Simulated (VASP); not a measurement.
Wanted: the native input for a VASP 6.6.1 run.

```yaml
Task: relaxation of cell and atoms
Functional: PBEsol
Potentials_or_basis: VASP PAW PBE potentials, release 64 (Mg, B)
Cutoff: 600 eV
k_mesh: 10 × 10 × 8
Occupations: fermi-dirac, width 0.05 eV
Spin: no spin polarisation
Dipole_correction: no
Further_INCAR_settings: ALGO = Normal; EDIFF = 1e-07; IBRION = 2; EDIFFG = -0.01; NSW = 60; ISIF = 3
```

The structure of MgB2 lies in POSCAR:

```
MgB2
1.0
    3.0850000000      0.0000000000      0.0000000000
   -1.5425000000      2.6716883707      0.0000000000
    0.0000000000      0.0000000000      3.5230000000
Mg B
1 2
Direct
    0.0000000000      0.0000000000      0.0000000000
    0.6666666667      0.3333333333      0.5000000000
    0.3333333333      0.6666666667      0.5000000000
```

These files were run (other wordings do the same):

INCAR

```
SYSTEM = MgB2
PREC = Accurate
ENCUT = 600
EDIFF = 1E-7
ISMEAR = -1
SIGMA = 0.05
LREAL = .False.
LASPH = .True.
NELM = 60
ALGO = Normal
ISIF = 3
LWAVE = .False.
LCHARG = .False.
GGA = PS
IBRION = 2
NSW = 60
EDIFFG = -0.01
```

KPOINTS

```
Automatic mesh
0
Gamma
  10 10 8
  0 0 0
```

Potentials or basis: VASP PAW PBE potentials, release 64 (Mg, B).

Launch:

```sh
$ cat potpaw_PBE.64/Mg/POTCAR potpaw_PBE.64/B/POTCAR > POTCAR
$ mpirun -np 1 vasp_std > vasp.out
```

Results of the run:

```
Relaxed volume                         : 9.47 Å³/atom
Relaxed cell                           : a = 3.070 Å, b = 3.070 Å, c = 3.481 Å, α = 90.00°, β = 90.00°, γ = 120.00°
Space group after relaxing (to 0.05 Å) : P6/mmm (No. 191)
Energy gained by relaxing              : 2.1 meV/atom
Ionic steps                            : 5
Pressure after relaxing                : 0.0 GPa
Band gap on the k mesh                 : zero (band 4 reaches 6.54 eV, above the bottom of band 5 at 3.96 eV)
```

Caveat: the PAW data sets were made with another functional, which shifts forces and pressure a little.

It took 48 s on 1 thread of AMD EPYC 7R43 64-Core Processor (Zen 3) (shared host), peak memory 0.14 GiB.
